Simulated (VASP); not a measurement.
Wanted: the native input for a VASP 6.6.1 run.

```
Task                   : single point
Functional             : PBEsol
Potentials or basis    : VASP PAW PBE potentials, release 64 (V_sv, N)
Cutoff                 : 520 eV
k mesh                 : 12 × 12 × 1
Occupations            : gaussian, width 0.1 eV
Spin                   : no spin polarisation
Dipole correction      : yes
Further INCAR settings : ALGO = Normal; EDIFF = 1e-06; NBANDS = 66
```

The structure of VN lies in POSCAR:

```
VN
1.0
    2.8799338846      0.0000000000      0.0000000000
    0.0000000000      2.8799338846      0.0000000000
    0.0000000000      0.0000000000     25.1821038960
V N
6 6
Direct
    0.5000000000      0.5000000000      0.2978305558
    0.0000000000      0.0000000000      0.3786983335
    0.5000000000      0.5000000000      0.4595661112
    0.0000000000      0.0000000000      0.5404338888
    0.5000000000      0.5000000000      0.6213016665
    0.0000000000      0.0000000000      0.7021694442
    0.0000000000      0.0000000000      0.2978305558
    0.5000000000      0.5000000000      0.3786983335
    0.0000000000      0.0000000000      0.4595661112
    0.5000000000      0.5000000000      0.5404338888
    0.0000000000      0.0000000000      0.6213016665
    0.5000000000      0.5000000000      0.7021694442
```

These files were run (other wordings do the same):

INCAR

```
SYSTEM = VN
ALGO     = Normal         ! electronic algorithm
DIPOL    = 0.5 0.5 0.500
EDIFF    = 1E-6           ! SCF threshold, eV
ENCUT    = 520            ! plane-wave cutoff, eV
GGA      = PS             ! functional
IDIPOL   = 3            
ISIF     = 2              ! what is computed and relaxed
ISMEAR   = 0              ! smearing method
LASPH    = .True.         ! aspherical terms in the spheres
LCHARG   = .True.         ! write CHGCAR
LDIPOL   = .True.       
LELF     = .True.         ! ELF
LREAL    = .False.        ! projectors in reciprocal space
LVACPOTAV= .True.       
LVHAR    = .True.       
LWAVE    = .False.        ! write WAVECAR
NBANDS   = 66             ! bands
NELM     = 100            ! most SCF steps
PREC     = Accurate       ! precision mode
SIGMA    = 0.1            ! smearing width, eV
```

KPOINTS

```
k-points
0
Gamma
  12 12 1
  0 0 0
```

Potentials or basis: VASP PAW PBE potentials, release 64 (V_sv, N).

Command:

```bash
$ cat potpaw_PBE.64/V_sv/POTCAR potpaw_PBE.64/N/POTCAR > POTCAR
$ mpirun -np 1 vasp_std > vasp.out
```

Results of the run:

```json
{
 "Largest force": "2.627 eV/Å",
 "Band gap on the k mesh": "zero (bands 54 and 55 overlap by 1.57 eV)"
}
```

Caveat: the PAW data sets were made with another functional, which shifts forces and pressure a little; the run has no spin polarisation, though such a crystal can be magnetic.

Wall time 50 min on 1 thread of Intel Xeon 8259CL, with other jobs on the host, peak memory 0.45 GiB.
